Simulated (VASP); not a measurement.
Wanted: the native input for a VASP 6.6.1 run.

```yaml
Task: relaxation of cell and atoms
Functional: PBE
Potentials_or_basis: VASP PAW PBE potentials, release 64 (Ba_sv, Hf_pv, O)
Cutoff: 600 eV
k_mesh: 12 × 12 × 2
Occupations: gaussian, width 0.1 eV
Spin: no spin polarisation
Dipole_correction: no
Further_INCAR_settings: ALGO = Fast; EDIFF = 1e-06; IBRION = 2; EDIFFG = -0.01; NSW = 100; ISIF = 3
```

The structure of Ba5HfO2 lies in POSCAR:

```
Ba5HfO2
1.0
    3.9266935069      0.0000000000      0.0000000000
   -1.9633467534      3.4006163298      0.0000000000
    0.0000000000      0.0000000000     19.9194329099
Ba Hf O
5 1 2
Direct
    0.0000000000      0.0000000000      0.5000000000
    0.6666666667      0.3333333333      0.3431561751
    0.3333333333      0.6666666667      0.6568438249
    0.3333333333      0.6666666667      0.1376361288
    0.6666666667      0.3333333333      0.8623638712
    0.0000000000      0.0000000000      0.0000000000
    0.6666666667      0.3333333333      0.5860138451
    0.3333333333      0.6666666667      0.4139861549
```

One way to write it, as run:

INCAR

```
SYSTEM = Ba5HfO2
ALGO = Fast ; EDIFF = 1E-6
EDIFFG = -0.01 ; ENCUT = 600
GGA = PE ; IBRION = 2
ISIF = 3 ; ISMEAR = 0
LASPH = .True. ; LCHARG = .False.
LREAL = .False. ; LWAVE = .False.
NELM = 60 ; NSW = 100
PREC = Accurate ; SIGMA = 0.1
```

KPOINTS

```
k-points
0
Gamma
  12 12 2
  0 0 0
```

Potentials or basis: VASP PAW PBE potentials, release 64 (Ba_sv, Hf_pv, O).

The run is started by

```console
$ cat potpaw_PBE.64/Ba_sv/POTCAR potpaw_PBE.64/Hf_pv/POTCAR potpaw_PBE.64/O/POTCAR > POTCAR
$ mpirun -np 1 vasp_std > vasp.out
```

Results of the run:

```json
{
  "Relaxed volume": "33.83 Å³/atom",
  "Relaxed cell": "a = 3.948 Å, b = 3.948 Å, c = 20.054 Å, α = 90.00°, β = 90.00°, γ = 120.00°",
  "Space group after relaxing (to 0.1 Å)": "P-3m1 (No. 164)",
  "Energy gained by relaxing": "1.4 meV/atom",
  "Ionic steps": "9",
  "Pressure after relaxing": "0.0 GPa",
  "Largest force after relaxing": "0.008 eV/Å",
  "Band gap on the k mesh": "zero (bands 36 and 37 overlap by 0.28 eV)"
}
```

Caveat: spin-orbit coupling is left out, which moves the levels of the heavy elements.

Run time: 110 min on 1 thread of Oxide Virtual Turin-like Processor (shared host), peak memory 0.73 GiB.
